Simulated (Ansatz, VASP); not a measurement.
One calculation of MgI2, two programs

```
CELL_PARAMETERS angstrom
4.39293 0.00000 0.00000
-2.19646 3.60025 0.00000
0.00000 0.00000 6.87333
ATOMIC_POSITIONS crystal
Mg 0.00000 0.00000 0.00000
I 0.33278 0.66556 0.23781
I 0.66722 0.33444 0.76219
```

Change from the starting cell: uniaxial_x strain +5.7%.

Alike in both runs: task single point; functional r2SCAN; k mesh 12 × 12 × 4; no spin polarisation.

|  | VASP | Ansatz |
| --- | --- | --- |
| version | VASP 6.6.1 | Ansatz 0.2.0 |
| potentials or method | VASP PAW PBE potentials, release 64 (Mg, I) | plane waves, PAW |
| plane-wave cutoff (eV) | 520 | 500 |
| occupations | gaussian, width 0.01 eV | fixed |
| valence electrons in the cell | 16 | 44 |

|  | VASP | Ansatz | Ansatz less VASP |
| --- | --- | --- | --- |
| gap on the k mesh at the Fermi level (eV) | 3.75 | 3.79 | +0.032 |
| pressure (GPa) | -0.6 | -0.5 | +0.11 |
| traceless stress, the component that is largest in VASP (GPa) | -1.18 | -1.18 | +0.002 |
| rms of the force components (eV/Å) | 0.019 | 0.011 | -0.0081 |

VASP's potentials were made for PBE, not for r2SCAN. Atom by atom the forces differ by 0.008 eV/Å (rms over components). VASP's potentials hold 16 valence electrons a cell and Ansatz's 44, so a difference there can come from the potentials and not from the codes.

Neither program's run includes spin-orbit coupling.
